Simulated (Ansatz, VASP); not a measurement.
LiCl in VASP and in Ansatz

The input POSCAR:

```
LiCl
1.0
    0.0000000000      2.5205080802      2.5205080802
    2.5205080802      0.0000000000      2.5205080802
    2.5205080802      2.5205080802      0.0000000000
Li Cl
1 1
Direct
    0.0000000000      0.0000000000      0.0000000000
    0.5000000000      0.5000000000      0.5000000000
```

The input INCAR.step1:

```
SYSTEM = LiCl
  PREC = Accurate
  ENCUT = 520
  ISMEAR = 0
  SIGMA = 0.01
  LREAL = .False.
  LASPH = .True.
  NELM = 80
  NBANDS = 12
  GGA = PE
  ALGO = Normal
  EDIFF = 1E-4
  LWAVE = .True.
  LCHARG = .False.
```

File INCAR.step2:

```
SYSTEM = LiCl
  PREC = Accurate
  ENCUT = 520
  EDIFF = 1E-6
  ISMEAR = 0
  SIGMA = 0.01
  LREAL = .False.
  LASPH = .True.
  NELM = 80
  ALGO = Normal
  ISIF = 2
  LWAVE = .False.
  LCHARG = .False.
  METAGGA = R2SCAN
  LMIXTAU = .True.
  NBANDS = 12
  ISTART = 1
```

Contents of KPOINTS:

```
regular mesh
0
Gamma
  8 8 8
  0 0 0
```

Input for Ansatz:

```yaml
crystal:
  lattice:
    - [0.0, 2.5205080802, 2.5205080802]
    - [2.5205080802, 0.0, 2.5205080802]
    - [2.5205080802, 2.5205080802, 0.0]
  atoms:
    - { symbol: Li, position: [0.0, 0.0, 0.0] }
    - { symbol: Cl, position: [0.5, 0.5, 0.5] }
kpoints:
  mp_grid: { grid: [8, 8, 8] }
  band_path:
    path:
      - [0.0, 0.0, 0.0]
      - [0.5, 0.0, 0.5]
      - [0.625, 0.25, 0.625]
      - [0.375, 0.375, 0.75]
      - [0.5, 0.5, 0.5]
      - [0.5, 0.25, 0.75]
      - [-0.078125, 0.0, 0.078125]
    npoints: 1
hamiltonian:
  xc: r2scan
scf:
  occupations: { method: fixed }
  n_extra_bands: 4
output:
  forces: true
  stress: true
  eigenvalues: true
  write_density: true
  write_potential: true
  elf: true
  volumetric_format: npy
```

Change from the starting cell: hydrostatic strain -1.4%.

Alike in both runs: task single point; functional r2SCAN; k mesh 8 × 8 × 8; no spin polarisation.

|  | VASP | Ansatz |
| --- | --- | --- |
| version | VASP 6.6.1 | Ansatz 0.2.0 |
| potentials or method | VASP PAW PBE potentials, release 64 (Li_sv, Cl) | plane waves, PAW |
| plane-wave cutoff (eV) | 520 | 500 |
| occupations | gaussian, width 0.01 eV | fixed |
| valence electrons in the cell | 10 | 10 |

```csv
,VASP,Ansatz,Ansatz less VASP
gap on the k mesh at the Fermi level (eV),7.60,7.56,-0.035
```

VASP's potentials were made for PBE, not for r2SCAN.

Noted on VASP's run: the cutoff is short for stress, so the pressure is rough.
